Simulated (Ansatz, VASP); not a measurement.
# One calculation of InP, two programs

Contents of INCAR:

```
SYSTEM = InP
ALGO = Normal
EDIFF = 1E-7
ENCUT = 520
GGA = PE
ISIF = 2
ISMEAR = 0
LASPH = .True.
LCHARG = .False.
LREAL = .False.
LWAVE = .False.
NBANDS = 16
NELM = 100
PREC = Accurate
SIGMA = 0.05
```

KPOINTS

```
k-points
0
Gamma
  14 14 14
  0 0 0
```

Contents of POSCAR:

```
InP
1.0
    0.0000000000      2.8554739203      2.8554739203
    2.8554739203      0.0000000000      2.8554739203
    2.8554739203      2.8554739203      0.0000000000
In P
1 1
Direct
    0.0000000000      0.0000000000      0.0000000000
    0.2500000000      0.2500000000      0.2500000000
```

Input for Ansatz:

```yaml
crystal:
  lattice:
    - [0.0, 2.8554739203, 2.8554739203]
    - [2.8554739203, 0.0, 2.8554739203]
    - [2.8554739203, 2.8554739203, 0.0]
  atoms:
    - { symbol: In, position: [0.0, 0.0, 0.0] }
    - { symbol: P, position: [0.25, 0.25, 0.25] }
basis:
  ecutwfc: 420
  ecutrho_ratio: 4
kpoints:
  mp_grid: { grid: [14, 14, 14] }
hamiltonian:
  xc: pbe
scf:
  occupations: { method: gaussian, width: 0.05 }
output:
  forces: true
  stress: true
  eigenvalues: true
```

Alike in both runs: task single point; functional PBE; k mesh 14 × 14 × 14; occupations gaussian, width 0.05 eV; no spin polarisation.

|  | VASP | Ansatz |
| --- | --- | --- |
| version | VASP 6.6.1 | Ansatz 0.2.0 |
| potentials or method | VASP PAW PBE potentials, release 64 (In_d, P), cutoff 520 eV | scalar-relativistic, plane waves, PAW |
| valence electrons in the cell | 18 | 18 |

```tsv
	VASP	Ansatz	Ansatz less VASP
gap on the k mesh at the Fermi level (eV)	1.13	1.14	+0.003
least direct gap on the mesh (eV)	1.13	1.14	+0.003
pressure (GPa)	10.1	10.2	+0.09
```

The functional is the same, so the differences come from potentials, cutoffs and numerics.
